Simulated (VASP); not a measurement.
Runs of VASP 6.6.1 on Se. The structure is that of space group Fd-3m (No. 227), or close to it. The cells are those of the table. 

| cell | gap on the mesh (eV) | pressure (GPa) |
| --- | --- | --- |
| a = 4.478 Å, angles 60.0°, 2 atoms | none | -0.9 |
| a = 4.507 Å, angles 60.0°, 2 atoms | none | -1.6 |
| a = 4.360 Å, angles 60.0°, 2 atoms | none | 2.7 |
| a = 4.330 Å, angles 60.0°, 2 atoms | none | 3.9 |
| a = 4.420 Å, angles 60.0°, 2 atoms | none | 0.7 |
| a = 4.391 Å, angles 60.0°, 2 atoms | none | (a) |
| a = 4.449 Å, angles 60.0°, 2 atoms | none | (b) |

Alike in all rows: task single point; level r2SCAN; potentials or basis VASP PAW PBE potentials, release 64 (Se); no spin polarisation; k mesh 5 × 5 × 5; cutoff (eV) 520; smearing fermi-dirac 0.1 eV.

Q: Estimate the missing entries.

A: (a) 1.6; (b) -0.2.

Caveats: the PAW data sets were made with another functional, which shifts forces and pressure a little.

A k mesh can miss the band edges, and the runs leave out spin-orbit coupling on Se.

A gap of «none» marks levels without a gap at the run's occupations.
